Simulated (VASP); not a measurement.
Wanted: the native input for a VASP 6.6.1 run.

| Item | Value |
| --- | --- |
| Task | electric field gradients |
| Functional | LDA |
| Potentials or basis | VASP PAW LDA potentials, release 64 (Rh_pv) |
| Cutoff | 520 eV |
| k mesh | 18 × 18 × 18 |
| Occupations | fermi-dirac, width 0.05 eV |
| Spin | no spin polarisation |
| Dipole correction | no |
| Further INCAR settings | ALGO = Normal; EDIFF = 1e-08; NBANDS = 14 |

The structure of Rh lies in POSCAR:

```
Rh
1.0
    0.0000000000      1.9029860865      1.9029860865
    1.9029860865      0.0000000000      1.9029860865
    1.9029860865      1.9029860865      0.0000000000
Rh
1
Direct
    0.0000000000      0.0000000000      0.0000000000
```

These files were run (other wordings do the same):

INCAR

```
SYSTEM = Rh
PREC     = Accurate       ! precision mode
ENCUT    = 520            ! plane-wave cutoff, eV
EDIFF    = 1E-8           ! SCF threshold, eV
ISMEAR   = -1             ! smearing method
SIGMA    = 0.05           ! smearing width, eV
LREAL    = .False.        ! projectors in reciprocal space
LASPH    = .True.         ! aspherical terms in the spheres
NELM     = 60             ! most SCF steps
ALGO     = Normal         ! electronic algorithm
ISIF     = 2              ! what is computed and relaxed
LWAVE    = .False.        ! write WAVECAR
LCHARG   = .False.        ! write CHGCAR
LEFG     = .True.       
NBANDS   = 14             ! bands
```

KPOINTS

```
regular mesh
0
Gamma
  18 18 18
  0 0 0
```

Potentials or basis: VASP PAW LDA potentials, release 64 (Rh_pv).

Launch:

```sh
$ cat potpaw_LDA.64/Rh_pv/POTCAR > POTCAR
$ mpirun -np 1 vasp_std > vasp.out
```

It gave:

```json
{
 "Pressure": "-11.0 GPa"
}
```

Caveat: without QUAD_EFG the Cq values of the log hold for a quadrupole moment of 1 mb, not for the nuclei.

It took 19 s on 1 thread of AMD EPYC 9R14 (Zen 4) (shared host), peak memory 0.11 GiB.
